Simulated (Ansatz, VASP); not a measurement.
## Si13Ge3: VASP beside Ansatz

```
Ge Si
1.0
     0.00043    5.47323    5.47272
     5.47249    0.00117    5.47199
     5.47366    5.47366    0.00000
Ge Si
3 13
Cartesian
  4.0886 4.1219 4.0882
  6.8413 6.8429 4.1047
  5.4896 2.7209 5.4880
  6.8561 4.1215 6.8551
  9.5627 6.8280 6.8551
  4.1059 6.8428 6.8397
  6.8414 9.5783 6.8397
  6.8564 6.8277 9.5614
  9.5789 9.5789 9.5772
  2.7365 2.7365 2.7064
  5.4740 5.4740 2.7064
  8.2252 5.4590 5.4864
  2.7212 5.4893 5.4872
  5.4584 8.2258 5.4868
  5.4732 5.4742 8.2100
  8.2100 8.2109 8.2100
```

Alike in both runs: task single point; functional PBEsol; k mesh 6 × 6 × 6; occupations gaussian, width 0.02 eV; no spin polarisation.

|  | VASP | Ansatz |
| --- | --- | --- |
| version | VASP 6.6.1 | Ansatz 0.2.0 |
| potentials or method | VASP PAW PBE potentials, release 64 (Ge_d, Si), cutoff 520 eV | scalar-relativistic, plane waves, PAW |
| valence electrons in the cell | 94 | 94 |

|  | VASP | Ansatz | Ansatz less VASP |
| --- | --- | --- | --- |
| gap on the k mesh at the Fermi level (eV) | 0.37 | 0.38 | +0.004 |
| least direct gap on the mesh (eV) | 0.37 | 0.38 | +0.004 |
| pressure (GPa) | 0.1 | 0.0 | -0.06 |
| rms of the force components (eV/Å) | 0.004 | 0.000 | -0.0041 |

VASP's potentials were made for PBE, not for PBEsol.
